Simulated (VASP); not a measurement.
# CrSb2C2 (Cmmm) in VASP: single point with PBE

Aim: the single point of CrSb2C2 with PBE.

Program: VASP 6.6.1. These are calculated values, not measurements. Logs are shortened: lines on timing, memory, paths and dates and some standing lists are left out, and cuts for length are marked.

### Step 1. The cell of the first run

It takes space group Cmmm (No. 65, orthorhombic). Conventional cell: a = 5.235 Å, b = 6.905 Å, c = 5.458 Å, α = 90.00°, β = 90.00°, γ = 90.00°. Within 3.5 Å of Cr (site symmetry mmm) lie 6 Sb at 2.62 to 3.45 Å and 4 C at 3.30 Å. Within 3.5 Å of Sb (site symmetry mmm) lie 4 Cr at 2.62 to 3.45 Å and 4 C at 2.83 Å. Sb (site symmetry mmm) has 2 C at 1.85 Å within 2.5 Å. C (site symmetry 2mm) has 1 C at 1.53 Å and 1 Sb at 1.85 Å within 2.0 Å.

The cell was built from a structure type or drawn by symmetry, and may not be a known phase.

### Step 2. Single point, PBE, collinear spin, ferromagnetic start

File INCAR:

```
PREC = Accurate
ENCUT = 520
EDIFF = 1E-6
ISMEAR = 0
SIGMA = 0.1
LREAL = F
LASPH = T
NELM = 150
ALGO = Normal
ISIF = 2
LWAVE = F
LCHARG = T
ISPIN = 2
MAGMOM = 3 0 0 0 0
LORBIT = 11
LMAXMIX = 4
GGA = PE
LELF = T
LVHAR = T
NBANDS = 27
```

File KPOINTS:

```
regular mesh
0
Gamma
  4 4 4
```

File POSCAR:

```
CrSb2C2
1.0
    2.6177129900     -3.4525220300      0.0000000000
    2.6177129900      3.4525220300      0.0000000000
    0.0000000000      0.0000000000      5.4580191300
Cr Sb C
1 2 2
Direct
    0.0000000000      0.0000000000      0.0000000000
    0.5000000000      0.5000000000      0.0000000000
    0.0000000000      0.0000000000      0.5000000000
    0.3537960800      0.3537960800      0.5000000000
    0.6462039200      0.6462039200      0.5000000000
```

Potentials or basis: VASP PAW PBE potentials, release 64 (Cr_pv, Sb, C).

Run with:

```bash
cat potpaw_PBE.64/Cr_pv/POTCAR potpaw_PBE.64/Sb/POTCAR potpaw_PBE.64/C/POTCAR > POTCAR
mpirun -np 1 vasp_std > vasp.out
```

OUTCAR:

```text
PREC = Accurate
   ENCUT = 520
   EDIFF = 1E-6
   ISMEAR = 0
   LREAL = F
   LASPH = T
   NELM = 150
   ISIF = 2
   ISPIN = 2
   LORBIT = 11
   GGA = PE

 ion  position               nearest neighbor table
   1  0.000  0.000  0.000-   2 2.62   2 2.62   3 2.73   3 2.73   2 3.45   2 3.45
   2  0.500  0.500  0.000-   1 2.62   1 2.62   5 2.83   4 2.83   5 2.83   4 2.83   1 3.45   1 3.45
                             3 3.78   3 3.78   3 3.78   3 3.78
   3  0.000  0.000  0.500-   4 1.85   5 1.85   1 2.73   1 2.73   2 3.78   2 3.78   2 3.78   2 3.78

   4  0.354  0.354  0.500-   5 1.53   3 1.85   2 2.83   2 2.83
   5  0.646  0.646  0.500-   4 1.53   3 1.85   2 2.83   2 2.83

  LATTYP: Found a base centered orthorhombic cell.
 ALAT       =     5.2354259800
 B/A-ratio  =     1.3189077806
 C/A-ratio  =     1.0425167218

  Lattice vectors:

 A1 = (   2.6177129900,  -3.4525220300,   0.0000000000)
 A2 = (   2.6177129900,   3.4525220300,   0.0000000000)
 A3 = (   0.0000000000,   0.0000000000,   5.4580191300)

Analysis of symmetry for initial positions (statically):
=====================================================================
 Subroutine PRICEL returns:
 Original cell was already a primitive cell.

 Routine SETGRP: Setting up the symmetry group for a
 base centered orthorhombic supercell.

 Subroutine GETGRP returns: Found  8 space group operations
 (whereof  8 operations were pure point group operations)
 out of a pool of  8 trial point group operations.

The static configuration has the point symmetry D_2h.

Analysis of symmetry for dynamics (positions and initial velocities):
=====================================================================
 Subroutine PRICEL returns:
 Original cell was already a primitive cell.

 Routine SETGRP: Setting up the symmetry group for a
 base centered orthorhombic supercell.

 Subroutine GETGRP returns: Found  8 space group operations
 (whereof  8 operations were pure point group operations)
 out of a pool of  8 trial point group operations.

The dynamic configuration has the point symmetry D_2h.

Analysis of structural, dynamic, and magnetic symmetry:
=====================================================================
 Subroutine PRICEL returns:
 Original cell was already a primitive cell.

 Routine SETGRP: Setting up the symmetry group for a
 base centered orthorhombic supercell.

 Subroutine GETGRP returns: Found  8 space group operations
 (whereof  8 operations were pure point group operations)
 out of a pool of  8 trial point group operations.

The overall configuration has the point symmetry D_2h.

 Subroutine INISYM returns: Found  8 space group operations
 (whereof  8 operations are pure point group operations),
 and found     1 'primitive' translations

----------------------------------------------------------------------------------------

                                     Primitive cell

  volume of cell :      98.6560

  direct lattice vectors                    reciprocal lattice vectors
     2.617712990 -3.452522030  0.000000000     0.191006425 -0.144821668  0.000000000
     2.617712990  3.452522030  0.000000000     0.191006425  0.144821668  0.000000000
     0.000000000  0.000000000  5.458019130     0.000000000  0.000000000  0.183216654

  length of vectors
     4.332704659  4.332704659  5.458019130     0.239701418  0.239701418  0.183216654

  position of ions in fractional coordinates (direct lattice)
     0.000000000  0.000000000  0.000000000
     0.500000000  0.500000000  0.000000000
     0.000000000  0.000000000  0.500000000
     0.353796080  0.353796080  0.500000000
     0.646203920  0.646203920  0.500000000

  ion indices of the primitive-cell ions
   primitive index   ion index
                 1           1
                 2           2
                 3           3
                 4           4
                 5           5

----------------------------------------------------------------------------------------

 KPOINTS: regular mesh

Automatic generation of k-mesh.
 Grid dimensions read from file:
 generate k-points for:    4    4    4

 Generating k-lattice:

  Cartesian coordinates                     Fractional coordinates (reciprocal lattice)
     0.047751606 -0.036205417  0.000000000     0.250000000 -0.000000000  0.000000000
     0.047751606  0.036205417  0.000000000    -0.000000000  0.250000000  0.000000000
     0.000000000  0.000000000  0.045804163     0.000000000  0.000000000  0.250000000

  Length of vectors
     0.059925355  0.059925355  0.045804163

  Shift w.r.t. Gamma in fractional coordinates (k-lattice)
     0.000000000  0.000000000  0.000000000

 Subroutine IBZKPT returns following result:
 ===========================================

 Found     21 irreducible k-points:

 Following reciprocal coordinates:
            Coordinates               Weight
  0.000000  0.000000  0.000000      1.000000
  0.250000  0.000000  0.000000      4.000000
  0.500000  0.000000  0.000000      2.000000
  0.250000  0.250000  0.000000      2.000000
  0.500000  0.250000  0.000000      4.000000
 -0.250000  0.250000  0.000000      2.000000
[... 13 lines left out ...]
 -0.250000  0.250000  0.500000      2.000000
  0.500000  0.500000  0.500000      1.000000
   k-points           NKPTS =     21   k-points in BZ     NKDIM =     21   number of bands    NBANDS=     27
   number of dos      NEDOS =    301   number of ions     NIONS =      5
   total plane-waves  NPLWV =  43008
   dimension x,y,z NGX =    32 NGY =   32 NGZ =   42
   dimension x,y,z NGXF=    64 NGYF=   64 NGZF=   84
   ions per type =               1   2   2
   NGX,Y,Z   is equivalent  to a cutoff of  12.28, 12.28, 12.79 a.u.
   NGXF,Y,Z  is equivalent  to a cutoff of  24.56, 24.56, 25.59 a.u.
 SYSTEM =  unknown system
   PREC   = accura    normal or accurate (medium, high low for compatibility)
   ISTART =      0    job   : 0-new  1-cont  2-samecut
   ICHARG =      2    charge: 1-file 2-atom 10-const
   ISPIN  =      2    spin polarized calculation?
   LNONCOLLINEAR =      F non collinear calculations
   LSORBIT =      F    spin-orbit coupling
   LASPH  =      T    aspherical Exc in radial PAW
   ENCUT  =  520.0 eV  38.22 Ry    6.18 a.u.   8.06  8.06 10.15*2*pi/ulx,y,z
   NELM   =    150;   NELMIN=  2; NELMDL= -5     # of ELM steps
   EDIFF  = 0.1E-05   stopping-criterion for ELM
   LREAL  =      F    real-space projection
   EDIFFG = 0.1E-04   stopping-criterion for IOM
   NSW    =      0    number of steps for IOM
   IBRION =     -1    ionic relax: 0-MD 1-quasi-New 2-CG
   NFREE  =      0    steps in history (QN), initial steepest desc. (CG)
   ISIF   =      2    stress and relaxation
   ISYM   =      2    0-nonsym 1-usesym 2-fastsym
   POTIM  = 0.5000    time-step for ionic-motion
   TEBEG  =    0.0;   TEEND  =   0.0 temperature during run
   PSTRESS=    0.0 pullay stress
   NELECT =      30.0000    total number of electrons
   NUPDOWN=      -1.0000    fix difference up-down
   EMIN   =  10.00;   EMAX   =-10.00  energy-range for DOS
   EFERMI =   0.00;   METHOD = LEGACY
   ISMEAR =     0;   SIGMA  =   0.10  broadening in eV -4-tet -1-fermi 0-gaus
   EFERMI_NEDOS =   21; number of points for ismear=-14 and -15
   IALGO  =     38    algorithm
   IMIX   =      4    mixing-type and parameters
     AMIX     =   0.40;   BMIX     =  1.00
     AMIX_MAG =   1.60;   BMIX_MAG =  1.00
  volume/ion in A,a.u.               =      19.73       133.15
  Fermi-wavevector in a.u.,A,eV,Ry     =   1.100882  2.080365 16.489458  1.211941
  Thomas-Fermi vector in A             =   2.237300
   LORBIT       =     11    0 simple, 1 ext, 2 COOP (PROOUT), +10 PAW based schemes
   GGA     = PE    functional components
   LHFCALC =     F    Hartree Fock is set to
   AEXX    =    0.0000 exact exchange contribution
   IVDW    =     0    specifies the selected vdW correction
   LEPSILON=     F    determine dielectric tensor
   LRPA    =     F    only Hartree local field effects (RPA)
 spin polarized calculation
 Gauss-broadening in eV      SIGMA  =   0.10
  energy-cutoff  :      520.00
  volume of cell :       98.66
 maximum number of plane-waves:      2680
   NGX = 17   NGY = 17   NGZ = 21

 number of electron      30.0000007 magnetization       3.2412863

 Free energy of the ion-electron system (eV)
  ---------------------------------------------------
  ext. energy  EPLUGINS =         0.00000000
  ---------------------------------------------------
  free energy    TOTEN  =       -26.42017610 eV

  energy without entropy =      -26.40687102  energy(sigma->0) =      -26.41352356

 E-fermi :   6.0104     XC(G=0):  -9.8774

 val. band max:        5.9841669803   @ k =   0.2500   0.0000   0.5000
 cond. band min:       6.0208206059   @ k =   0.2500   0.2500   0.5000
 fundamental gap:      0.0366536256
 Fermi energy:         6.0104256291

 spin component 1

 k-point     1 :       0.0000    0.0000    0.0000
  band No.  band energies     occupation
      1     -37.9497      1.00000
      2     -37.9453      1.00000
      3     -37.9221      1.00000
      4      -8.7508      1.00000
      5      -4.1130      1.00000
      6      -3.7767      1.00000
[... 619 lines left out ...]
     26      13.2032      0.00000
     27      13.7879      0.00000
 Fermi energy:         6.0104256291

 spin component 2

 k-point     1 :       0.0000    0.0000    0.0000
  band No.  band energies     occupation
      1     -35.0023      1.00000
      2     -34.7735      1.00000
      3     -34.4678      1.00000
      4      -8.7145      1.00000
      5      -4.0362      1.00000
      6      -3.7460      1.00000
[... 619 lines left out ...]
     26      14.0087      0.00000
     27      14.0977      0.00000

------------------------ aborting loop because EDIFF is reached ----------------------------------------

  FORCE on cell =-STRESS in cart. coord.  units (eV):
  Direction    XX          YY          ZZ          XY          YZ          ZX
  --------------------------------------------------------------------------------------
  -------------------------------------------------------------------------------------
  Total       16.2070747     -2.6257769      0.8298590     -0.0000000      0.0000000      0.0000000
  in kB      263.2035130    -42.6427174     13.4769416     -0.0000000      0.0000000      0.0000000
  external PRESSURE =      78.0125790 kB  Pullay stress =       0.0000000 kB

 VOLUME and BASIS-vectors are now :
 -----------------------------------------------------------------------------
  energy-cutoff  :      520.00
  volume of cell :       98.66
      direct lattice vectors                 reciprocal lattice vectors
     2.617712990 -3.452522030  0.000000000     0.191006425 -0.144821668  0.000000000
     2.617712990  3.452522030  0.000000000     0.191006425  0.144821668  0.000000000
     0.000000000  0.000000000  5.458019130     0.000000000  0.000000000  0.183216654

 POSITION                                       TOTAL-FORCE (eV/Angst)
 -----------------------------------------------------------------------------------
      0.00000      0.00000      0.00000         0.000000     -0.000000      0.000000
      2.61771      0.00000      0.00000         0.000000      0.000000      0.000000
      0.00000      0.00000      2.72901         0.000000      0.000000      0.000000
      1.85227      0.00000      2.72901        12.352051      0.000000     -0.000000
      3.38315      0.00000      2.72901       -12.352051      0.000000      0.000000
 -----------------------------------------------------------------------------------
    total drift:                                0.000000      0.000000      0.000000

  FREE ENERGIE OF THE ION-ELECTRON SYSTEM (eV)
  ---------------------------------------------------
  free  energy   TOTEN  =       -26.4201760976 eV

  energy  without entropy=      -26.4068710205  energy(sigma->0) =      -26.41352356

 total charge

# of ion       s       p       d       tot
------------------------------------------
    1        0.275   6.176   4.167  10.618
    2        1.204   1.145   0.032   2.381
    3        1.079   1.448   0.176   2.703
    4        0.926   1.424   0.000   2.350
    5        0.926   1.424   0.000   2.350
--------------------------------------------------
tot          4.410  11.617   4.375  20.401

 magnetization (x)

# of ion       s       p       d       tot
------------------------------------------
    1        0.051   0.032   3.144   3.227
    2       -0.006  -0.195   0.006  -0.195
    3       -0.011  -0.044   0.015  -0.040
    4        0.008   0.031   0.000   0.040
    5        0.008   0.031   0.000   0.040
--------------------------------------------------
tot          0.050  -0.144   3.165   3.071
```

It took 4.5 min on 1 thread of Intel Xeon 8259CL, shared host; peak memory 0.29 GiB.

Results:

* Free energy: -26.4202 eV
* Pressure: 7.8 GPa
* Largest force: 12.352 eV/Å
* Net moment: 3.24 μB per cell
* Site moments: Cr +3.23; Sb -0.20, -0.04; C +0.04 μB
* Valence electrons inside the program's atomic spheres: Cr 10.62; Sb 2.38, 2.70; C 2.35

Forces on the atoms (eV/Å):
```
Cr    0.000   0.000   0.000
Sb    0.000   0.000   0.000
Sb    0.000   0.000   0.000
C    12.352   0.000   0.000
C   -12.352   0.000   0.000
```

Levels at points of the mesh, in eV from the Fermi level:
Spin up:
| k point | band 14 | band 15 | band 16 | band 17 | band 18 | band 19 | band 20 | band 21 |
| --- | --- | --- | --- | --- | --- | --- | --- | --- |
| (0.00, 0.00, 0.00) | -1.06 | -0.75 | -0.20 | 0.03 | 0.22 | 1.18 | 1.47 | 1.69 |
| (0.50, 0.00, 0.00) | -1.90 | -1.27 | -1.14 | -0.87 | 0.86 | 2.25 | 3.35 | 3.40 |
| (0.50, 0.50, 0.00) | -1.05 | -1.05 | -0.59 | -0.52 | 0.63 | 0.94 | 2.02 | 2.84 |
| (0.00, 0.00, 0.50) | -1.41 | -1.21 | -0.26 | 0.08 | 0.70 | 0.97 | 1.09 | 1.73 |
| (0.50, 0.00, 0.50) | -1.82 | -1.16 | -0.88 | -0.61 | 1.15 | 1.39 | 2.62 | 2.68 |
| (0.50, 0.50, 0.50) | -1.21 | -1.04 | -0.50 | 0.31 | 0.60 | 1.34 | 2.00 | 2.03 |
Spin down:
| k point | band 10 | band 11 | band 12 | band 13 | band 14 | band 15 | band 16 | band 17 |
| --- | --- | --- | --- | --- | --- | --- | --- | --- |
| (0.00, 0.00, 0.00) | -0.65 | -0.29 | -0.25 | -0.22 | 0.23 | 0.24 | 1.35 | 1.38 |
| (0.50, 0.00, 0.00) | -3.25 | -2.98 | -2.40 | -1.62 | -0.81 | 1.49 | 1.74 | 2.06 |
| (0.50, 0.50, 0.00) | -1.87 | -1.84 | -0.70 | -0.41 | 0.29 | 1.04 | 1.78 | 1.85 |
| (0.00, 0.00, 0.50) | -1.87 | -0.91 | -0.36 | -0.09 | 0.12 | 0.29 | 0.88 | 1.29 |
| (0.50, 0.00, 0.50) | -2.53 | -2.15 | -1.83 | -1.49 | -1.05 | -0.40 | 2.06 | 2.09 |
| (0.50, 0.50, 0.50) | -2.89 | -2.84 | -0.92 | 0.34 | 1.31 | 1.35 | 1.57 | 1.85 |

Caveat: the k points lie up to 0.38 Å⁻¹ apart; spin-orbit coupling is left out, which moves the levels of the heavy elements; a cell with one magnetic atom can't hold antiferromagnetic order, which such compounds often take; forces of over 1 eV/Å act on the atoms, so gaps and moduli don't describe the material at rest.
